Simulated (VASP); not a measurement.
# BAs (I-4m2) in VASP: further runs

Runs on BAs. Level: r2SCAN. Tasks: single point.

Program: VASP 6.6.1. These are calculated values, not measurements. Logs are shortened: lines on timing, memory, paths and dates and some standing lists are left out, and cuts for length are marked.

**1. The cell of the first run**

The structure is tetragonal, space group I-4m2 (No. 119). Conventional cell: a = 3.383 Å, b = 3.383 Å, c = 4.640 Å, α = 90.00°, β = 90.00°, γ = 90.00°. Within 2.7 Å of B (site symmetry -4m2) lie 4 As at 2.05 Å. As (site symmetry -4m2) has 4 B at 2.05 Å within 2.7 Å.

**2. Single point, r2SCAN (strain -0.0300 x Voigt [0, 1, 0, 0, 0, 0])**

Contents of POSCAR:

```
BAs
1.0
    0.0000000000      2.3201596810      2.3919171969
    2.3919171969      0.0000000000      2.3919171969
    2.3919171969      2.3201596810      0.0000000000
B As
1 1
Direct
    0.0000000000      0.0000000000      0.0000000000
    0.7500000000      0.7500000000      0.7500000000
```

Contents of INCAR.step1:

```
PREC = Accurate
ENCUT = 520
ISMEAR = 0
SIGMA = 0.05
LREAL = False
LASPH = True
NELM = 60
NBANDS = 11
GGA = PE
ALGO = Normal
EDIFF = 1E-4
LWAVE = True
LCHARG = False
```

Contents of INCAR.step2:

```
PREC = Accurate
ENCUT = 520
EDIFF = 1E-7
ISMEAR = 0
SIGMA = 0.05
LREAL = False
LASPH = True
NELM = 60
ALGO = Normal
ISIF = 2
LWAVE = False
LCHARG = True
METAGGA = R2SCAN
LMIXTAU = True
LELF = True
LVHAR = True
NBANDS = 11
ISTART = 1
```

Contents of KPOINTS:

```
regular mesh
0
Gamma
  10 10 10
```

Potentials or basis: VASP PAW PBE potentials, release 64 (B, As).

Command:

```
> cat potpaw_PBE.64/B/POTCAR potpaw_PBE.64/As/POTCAR > POTCAR
> cp INCAR.step1 INCAR
> mpirun -np 1 vasp_std > vasp.out
> cp INCAR.step2 INCAR
> mpirun -np 1 vasp_std > vasp.out
```

OUTCAR:

```text
PREC = Accurate
   ENCUT = 520
   EDIFF = 1E-7
   ISMEAR = 0
   LREAL = False
   LASPH = True
   NELM = 60
   ISIF = 2
   METAGGA = R2SCAN
   ISTART = 1

 ion  position               nearest neighbor table
   1  0.000  0.000  0.000-   2 2.05   2 2.05   2 2.05   2 2.05
   2  0.750  0.750  0.750-   1 2.05   1 2.05   1 2.05   1 2.05

  LATTYP: Found a body centered tetragonal cell.
 ALAT       =     3.3826817399
 C/A-ratio  =     1.3717871555

  Lattice vectors:

 A1 = (   0.0000000000,  -2.3201596810,   2.3919171969)
 A2 = (   0.0000000000,  -2.3201596810,  -2.3919171969)
 A3 = (   2.3919171969,   2.3201596810,   0.0000000000)

Analysis of symmetry for initial positions (statically):
=====================================================================
 Subroutine PRICEL returns:
 Original cell was already a primitive cell.

 Routine SETGRP: Setting up the symmetry group for a
 body centered tetragonal supercell.

 Subroutine GETGRP returns: Found  8 space group operations
 (whereof  8 operations were pure point group operations)
 out of a pool of 16 trial point group operations.

The static configuration has the point symmetry D_2d.

Analysis of symmetry for dynamics (positions and initial velocities):
=====================================================================
 Subroutine PRICEL returns:
 Original cell was already a primitive cell.

 Routine SETGRP: Setting up the symmetry group for a
 body centered tetragonal supercell.

 Subroutine GETGRP returns: Found  8 space group operations
 (whereof  8 operations were pure point group operations)
 out of a pool of 16 trial point group operations.

The dynamic configuration has the point symmetry D_2d.

 Subroutine INISYM returns: Found  8 space group operations
 (whereof  8 operations are pure point group operations),
 and found     1 'primitive' translations

----------------------------------------------------------------------------------------

                                     Primitive cell

  volume of cell :      26.5485

  direct lattice vectors                    reciprocal lattice vectors
     0.000000000  2.320159681  2.391917197    -0.209037337  0.215502409  0.209037337
     2.391917197  0.000000000  2.391917197     0.209037337 -0.215502409  0.209037337
     2.391917197  2.320159681  0.000000000     0.209037337  0.215502409 -0.209037337

  length of vectors
     3.332327838  3.382681740  3.332327838     0.365833985  0.365833985  0.365833985

  position of ions in fractional coordinates (direct lattice)
     0.000000000  0.000000000  0.000000000
     0.750000000  0.750000000  0.750000000

  ion indices of the primitive-cell ions
   primitive index   ion index
                 1           1
                 2           2

----------------------------------------------------------------------------------------

 KPOINTS: regular mesh

Automatic generation of k-mesh.
 Grid dimensions read from file:
 generate k-points for:   10   10   10

 Generating k-lattice:

  Cartesian coordinates                     Fractional coordinates (reciprocal lattice)
    -0.020903734  0.021550241  0.020903734     0.100000000  0.000000000  0.000000000
     0.020903734 -0.021550241  0.020903734     0.000000000  0.100000000  0.000000000
     0.020903734  0.021550241 -0.020903734     0.000000000  0.000000000  0.100000000

  Length of vectors
     0.036583398  0.036583398  0.036583398

  Shift w.r.t. Gamma in fractional coordinates (k-lattice)
     0.000000000  0.000000000  0.000000000

 Subroutine IBZKPT returns following result:
 ===========================================

 Found    102 irreducible k-points:

 Following reciprocal coordinates:
            Coordinates               Weight
  0.000000  0.000000  0.000000      1.000000
  0.100000  0.000000 -0.000000      8.000000
  0.200000  0.000000 -0.000000      8.000000
  0.300000  0.000000  0.000000      8.000000
  0.400000  0.000000 -0.000000      8.000000
  0.500000  0.000000 -0.000000      4.000000
[... 16 lines left out ...]
  0.300000  0.300000  0.000000      4.000000
  0.400000  0.300000 -0.000000     16.000000
 [... further k-points ...]
   k-points           NKPTS =    102   k-points in BZ     NKDIM =    102   number of bands    NBANDS=     11
   number of dos      NEDOS =    301   number of ions     NIONS =      2
   total plane-waves  NPLWV =  21952
   dimension x,y,z NGX =    28 NGY =   28 NGZ =   28
   dimension x,y,z NGXF=    56 NGYF=   56 NGZF=   56
   ions per type =               1   1
   NGX,Y,Z   is equivalent  to a cutoff of  13.97, 13.76, 13.97 a.u.
   NGXF,Y,Z  is equivalent  to a cutoff of  27.94, 27.52, 27.94 a.u.
 SYSTEM =  unknown system
   PREC   = accura    normal or accurate (medium, high low for compatibility)
   ISTART =      1    job   : 0-new  1-cont  2-samecut
   ICHARG =      0    charge: 1-file 2-atom 10-const
   ISPIN  =      1    spin polarized calculation?
   LNONCOLLINEAR =      F non collinear calculations
   LSORBIT =      F    spin-orbit coupling
   LASPH  =      T    aspherical Exc in radial PAW
   ENCUT  =  520.0 eV  38.22 Ry    6.18 a.u.   6.20  6.29  6.20*2*pi/ulx,y,z
   NELM   =     60;   NELMIN=  2; NELMDL=  0     # of ELM steps
   EDIFF  = 0.1E-06   stopping-criterion for ELM
   LREAL  =      F    real-space projection
   EDIFFG = 0.1E-05   stopping-criterion for IOM
   NSW    =      0    number of steps for IOM
   IBRION =     -1    ionic relax: 0-MD 1-quasi-New 2-CG
   NFREE  =      0    steps in history (QN), initial steepest desc. (CG)
   ISIF   =      2    stress and relaxation
   ISYM   =      2    0-nonsym 1-usesym 2-fastsym
   POTIM  = 0.5000    time-step for ionic-motion
   TEBEG  =    0.0;   TEEND  =   0.0 temperature during run
   PSTRESS=    0.0 pullay stress
   NELECT =       8.0000    total number of electrons
   NUPDOWN=      -1.0000    fix difference up-down
   EMIN   =  10.00;   EMAX   =-10.00  energy-range for DOS
   EFERMI =   0.00;   METHOD = LEGACY
   ISMEAR =     0;   SIGMA  =   0.05  broadening in eV -4-tet -1-fermi 0-gaus
   EFERMI_NEDOS =   21; number of points for ismear=-14 and -15
   IALGO  =     38    algorithm
   IMIX   =      4    mixing-type and parameters
     AMIX     =   0.40;   BMIX     =  1.00
     AMIX_MAG =   1.60;   BMIX_MAG =  1.00
  volume/ion in A,a.u.               =      13.27        89.58
  Fermi-wavevector in a.u.,A,eV,Ry     =   1.097551  2.074071 16.389831  1.204619
  Thomas-Fermi vector in A             =   2.233913
   LORBIT       =      0    0 simple, 1 ext, 2 COOP (PROOUT), +10 PAW based schemes
   METAGGA = R2SCAN    functional components
   LHFCALC =     F    Hartree Fock is set to
   AEXX    =    0.0000 exact exchange contribution
   IVDW    =     0    specifies the selected vdW correction
   LEPSILON=     F    determine dielectric tensor
   LRPA    =     F    only Hartree local field effects (RPA)
 non-spin polarized calculation
 Gauss-broadening in eV      SIGMA  =   0.05
  energy-cutoff  :      520.00
  volume of cell :       26.55
 maximum number of plane-waves:       740
 NGX is ok and might be reduce to    28
   NGX = 13   NGY = 13   NGZ = 13

 number of electron       8.0000001 magnetization

 Free energy of the ion-electron system (eV)
  ---------------------------------------------------
  ext. energy  EPLUGINS =         0.00000000
  ---------------------------------------------------
  free energy    TOTEN  =       -22.23161435 eV

  energy without entropy =      -22.23161435  energy(sigma->0) =      -22.23161435

 E-fermi :   6.7586     XC(G=0): -11.2532

 val. band max:        6.5258396450   @ k =   0.0000   0.0000   0.0000
 cond. band min:       7.3792031001   @ k =   0.4000   0.0000   0.4000
 fundamental gap:      0.8533634552
 Fermi energy:         6.7585953486

 k-point     1 :       0.0000    0.0000    0.0000
  band No.  band energies     occupation
      1     -10.0890      2.00000
      2       6.2178      2.00000
      3       6.2178      2.00000
      4       6.5258      2.00000
      5       9.6574      0.00000
      6       9.8746      0.00000
      7       9.8746      0.00000
      8      11.8149      0.00000
      9      16.8507      0.00000
     10      19.4333      0.00000
     11      20.2410      0.00000

 k-point     2 :       0.1000    0.0000   -0.0000
  band No.  band energies     occupation
      1      -9.9123      2.00000
      2       4.8237      2.00000
      3       5.8780      2.00000
      4       6.1097      2.00000
      5       9.9805      0.00000
      6      10.2758      0.00000
      7      10.2991      0.00000
      8      12.6423      0.00000
      9      17.5221      0.00000
     10      18.4915      0.00000
     11      19.0715      0.00000

 k-point     3 :       0.2000    0.0000   -0.0000
  band No.  band energies     occupation
      1      -9.3906      2.00000
      2       2.3024      2.00000
      3       5.2270      2.00000
      4       5.4981      2.00000
      5       9.9107      0.00000
      6      11.0296      0.00000
      7      11.0314      0.00000
      8      14.3161      0.00000
      9      17.8985      0.00000
     10      18.1089      0.00000
     11      18.6758      0.00000
[... 267 lines left out ...]
 k-point    23 :       0.3000    0.3000    0.0000
  band No.  band energies     occupation
      1      -8.0594      2.00000
      2       0.6612      2.00000
      3       2.9005      2.00000
      4       2.9917      2.00000
      5       8.0294      0.00000
      6      10.3660      0.00000
      7      15.1060      0.00000
      8      15.8277      0.00000
      9      18.2246      0.00000
     10      22.1737      0.00000
     11      22.6800      0.00000

 k-point    24 :       0.4000    0.3000   -0.0000
  band No.  band energies     occupation
      1      -7.2765      2.00000
      2      -0.6632      2.00000
      3       2.0690      2.00000
      4       2.6360      2.00000
      5       8.3559      0.00000
      6      10.1371      0.00000
      7      15.6241      0.00000
      8      16.4233      0.00000
      9      19.3838      0.00000
     10      22.9779      0.00000
     11      23.5007      0.00000

 [... further k-points ...]

------------------------ aborting loop because EDIFF is reached ----------------------------------------

  FORCE on cell =-STRESS in cart. coord.  units (eV):
  Direction    XX          YY          ZZ          XY          YZ          ZX
  --------------------------------------------------------------------------------------
  -------------------------------------------------------------------------------------
  Total        0.4414128      1.5429251      0.4414128      0.0000000      0.0000000      0.0000000
  in kB       26.6388449     93.1140610     26.6388449      0.0000000      0.0000000      0.0000000
  external PRESSURE =      48.7972503 kB  Pullay stress =       0.0000000 kB

 VOLUME and BASIS-vectors are now :
 -----------------------------------------------------------------------------
  energy-cutoff  :      520.00
  volume of cell :       26.55
      direct lattice vectors                 reciprocal lattice vectors
     0.000000000  2.320159681  2.391917197    -0.209037337  0.215502409  0.209037337
     2.391917197  0.000000000  2.391917197     0.209037337 -0.215502409  0.209037337
     2.391917197  2.320159681  0.000000000     0.209037337  0.215502409 -0.209037337

 POSITION                                       TOTAL-FORCE (eV/Angst)
 -----------------------------------------------------------------------------------
      0.00000      0.00000      0.00000         0.000000      0.000000      0.000000
      3.58788      3.48024      3.58788         0.000000     -0.000000     -0.000000
 -----------------------------------------------------------------------------------
    total drift:                                0.000000      0.000000      0.000000

  FREE ENERGIE OF THE ION-ELECTRON SYSTEM (eV)
  ---------------------------------------------------
  free  energy   TOTEN  =       -22.2316143459 eV

  energy  without entropy=      -22.2316143459  energy(sigma->0) =      -22.23161435
```

Run time: 97 s. Hardware: 1 thread of Intel Xeon 6975P-C, shared host; peak memory 0.19 GiB.

Results:

- Free energy: -22.2316 eV
- Pressure: 4.9 GPa
- Band gap on the k mesh: 0.85 eV, indirect (least direct gap 3.13 eV)

Levels at points of the mesh, in eV from the valence-band top:
```
           k point  band 2  band 3  band 4  band 5  band 6  band 7
(0.00, 0.00, 0.00)   -0.31   -0.31    0.00    3.13    3.35    3.35
(0.50, 0.00, 0.00)   -9.65   -2.38   -2.00    2.87    4.74    5.08
(0.50, 0.50, 0.00)   -9.51   -4.55   -4.50    1.50    1.61   11.93
(0.50, 0.00, 0.50)   -9.25   -4.83   -4.83    1.13    1.19   12.23
```

Caveat: the cell differs from its parent crystal (strain -0.0300 x Voigt [0, 1, 0, 0, 0, 0]); the PAW data sets were made with another functional, which shifts forces and pressure a little.

**3. Single point, r2SCAN (strain -0.0200 x Voigt [0, 1, 0, 0, 0, 0])**

Contents of POSCAR:

```
BAs
1.0
    0.0000000000      2.3440788530      2.3919171969
    2.3919171969      0.0000000000      2.3919171969
    2.3919171969      2.3440788530      0.0000000000
B As
1 1
Direct
    0.0000000000      0.0000000000      0.0000000000
    0.7500000000      0.7500000000      0.7500000000
```

Contents of INCAR.step1:

```
ALGO = Normal ; EDIFF = 1E-4
ENCUT = 520 ; GGA = PE
ISMEAR = 0 ; LASPH = True
LCHARG = False ; LREAL = False
LWAVE = True ; NBANDS = 11
NELM = 100 ; PREC = Accurate
SIGMA = 0.05
```

Contents of INCAR.step2:

```
ALGO = Normal ; EDIFF = 1E-7
ENCUT = 520 ; ISIF = 2
ISMEAR = 0 ; ISTART = 1
LASPH = True ; LCHARG = True
LELF = True ; LMIXTAU = True
LREAL = False ; LVHAR = True
LWAVE = False ; METAGGA = R2SCAN
NBANDS = 11 ; NELM = 100
PREC = Accurate ; SIGMA = 0.05
```

Contents of KPOINTS:

```
k-points
0
Gamma
  10 10 10
```

Potentials or basis: VASP PAW PBE potentials, release 64 (B, As).

Command:

```
> cat potpaw_PBE.64/B/POTCAR potpaw_PBE.64/As/POTCAR > POTCAR
> cp INCAR.step1 INCAR
> mpirun -np 1 vasp_std > vasp.out
> cp INCAR.step2 INCAR
> mpirun -np 1 vasp_std > vasp.out
```

Wall time 1.8 min (1 thread of Intel Xeon 6975P-C, shared host); peak memory 0.19 GiB.

It converged, with:

```
Free energy            : -22.2450 eV
Pressure               : 3.3 GPa
Band gap on the k mesh : 1.03 eV, indirect (least direct gap 3.23 eV)
```

Stress tensor (GPa, compression positive):
```
1.78 0.00 0.00
0.00 6.22 0.00
0.00 0.00 1.78
```

Levels at points of the mesh, in eV from the valence-band top:
| k point | band 1 | band 2 | band 3 | band 4 | band 5 | band 6 | band 7 | band 8 |
| --- | --- | --- | --- | --- | --- | --- | --- | --- |
| (0.00, 0.00, 0.00) | -16.45 | -0.21 | -0.21 | 0.00 | 3.23 | 3.38 | 3.38 | 5.22 |
| (0.50, 0.00, 0.00) | -13.36 | -9.50 | -2.23 | -1.98 | 2.91 | 4.85 | 5.05 | 9.48 |
| (0.50, 0.50, 0.00) | -11.96 | -9.35 | -4.47 | -4.43 | 1.54 | 1.64 | 12.00 | 12.32 |
| (0.50, 0.00, 0.50) | -11.78 | -9.18 | -4.65 | -4.65 | 1.29 | 1.36 | 12.19 | 12.19 |

Caveat: the cell differs from its parent crystal (strain -0.0200 x Voigt [0, 1, 0, 0, 0, 0]); the PAW data sets were made with another functional, which shifts forces and pressure a little. A k mesh can miss the band edges.

(Continued in part 2 of 2.)
